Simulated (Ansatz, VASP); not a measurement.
**Two plane-wave programs on In**

Contents of INCAR:

```
SYSTEM = In
PREC = Accurate ; ENCUT = 520
EDIFF = 1E-6 ; ISMEAR = 0
SIGMA = 0.15 ; LREAL = .False.
LASPH = .True. ; NELM = 80
ALGO = Fast ; ISIF = 2
LWAVE = .False. ; LCHARG = .False.
GGA = PS ; NBANDS = 12
```

Contents of KPOINTS:

```
regular mesh
0
Gamma
  20 20 20
  0 0 0
```

The input POSCAR:

```
In
1.0
   -1.5773655000      1.5773655000      2.3997315000
    1.5773655000     -1.5773655000      2.3997315000
    1.5773655000      1.5773655000     -2.3997315000
In
1
Direct
    0.0000000000      0.0000000000      0.0000000000
```

Input for Ansatz:

```yaml
crystal:
  lattice:
    - [-1.5773655, 1.5773655, 2.3997315]
    - [1.5773655, -1.5773655, 2.3997315]
    - [1.5773655, 1.5773655, -2.3997315]
  atoms:
    - { symbol: In, position: [0.0, 0.0, 0.0] }
basis:
  ecutwfc: 420
kpoints:
  mp_grid: { grid: [20, 20, 20] }
hamiltonian:
  xc: pbesol
scf:
  occupations: { method: gaussian, width: 0.15 }
output:
  forces: true
  stress: true
  eigenvalues: true
```

Change from the starting cell: strain -0.030 along x and y, -0.030 along z, atoms carried along.

Alike in both runs: task single point; functional PBEsol; k mesh 20 × 20 × 20; occupations gaussian, width 0.15 eV; no spin polarisation.

```csv
,VASP,Ansatz
version,VASP 6.6.1,Ansatz 0.2.0
potentials or method,"VASP PAW PBE potentials, release 64 (In_d), cutoff 520 eV","scalar-relativistic, plane waves, PAW"
valence electrons in the cell,13,13
```

|  | VASP | Ansatz | Ansatz less VASP |
| --- | --- | --- | --- |
| gap on the k mesh at the Fermi level (eV) | none | none | - |
| pressure (GPa) | 3.7 | 3.7 | -0.01 |
| traceless stress, the component that is largest in VASP (GPa) | -0.08 | -0.08 | +0.005 |

VASP's potentials were made for PBE, not for PBEsol. A gap of «none» marks a metal or a gap that the smearing closes.
